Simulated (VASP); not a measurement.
Set up this calculation in VASP 6.6.1, as the native input.

```yaml
Task: single point
Functional: PBE
Potentials_or_basis: VASP PAW PBE potentials, release 64 (Nd_3, Si, I), 4f in core
Cutoff: 500 eV
k_mesh: 4 × 4 × 2
Occupations: gaussian, width 0.1 eV
Spin: no spin polarisation
Dipole_correction: no
Mended: yes
Further_INCAR_settings: ALGO = Normal; EDIFF = 1e-06; NBANDS = 33
```

The structure of Nd3Si2I lies in POSCAR:

```
Nd3Si2I
1.0
    4.3784886258      0.0000000000      0.0000000000
    0.0000000000      4.3784886258      0.0000000000
    0.0000000000      0.0000000000      8.6156814301
Nd Si I
3 2 1
Direct
    0.5000000000      0.5000000000      0.0000000000
    0.0000000000      0.5000000000      0.3525976602
    0.5000000000      0.0000000000      0.6474023398
    0.0000000000      0.5000000000      0.7009507376
    0.5000000000      0.0000000000      0.2990492624
    0.0000000000      0.0000000000      0.0000000000
```

The cell was built from a structure type or drawn by symmetry, and may not be a known phase.

These files were run (other wordings do the same):

INCAR

```
ALGO = Normal
EDIFF = 1E-6
ENCUT = 500
GGA = PE
GGA_COMPAT = False
ISIF = 2
ISMEAR = 0
LASPH = True
LCHARG = False
LMAXMIX = 6
LREAL = False
LWAVE = False
NBANDS = 33
NELM = 200
PREC = Accurate
SIGMA = 0.1
```

KPOINTS

```
k-points
0
Gamma
  4 4 2
```

Potentials or basis: VASP PAW PBE potentials, release 64 (Nd_3, Si, I), 4f in core.

Run with:

```console
$ cat potpaw_PBE.64/Nd_3/POTCAR potpaw_PBE.64/Si/POTCAR potpaw_PBE.64/I/POTCAR > POTCAR
$ mpirun -np 1 vasp_std > vasp.out
```

Results of the run:

```
Pressure               : 0.2 GPa
Largest force          : 0.119 eV/Å
Band gap on the k mesh : zero (bands 24 and 25 overlap by 0.59 eV)
```

Caveat: the k points lie up to 0.36 Å⁻¹ apart, too coarse for converged energies and pressures of a metal; spin-orbit coupling is left out, which moves the levels of the heavy elements; the 4f electrons are frozen in the core, so they carry no moment and show no levels; the run has no spin polarisation, though such a crystal can be magnetic.

Wall time 24 s on 1 thread of Intel(R) Xeon(R) 6975P-C (Granite Rapids), with other jobs on the host, peak memory 0.27 GiB.
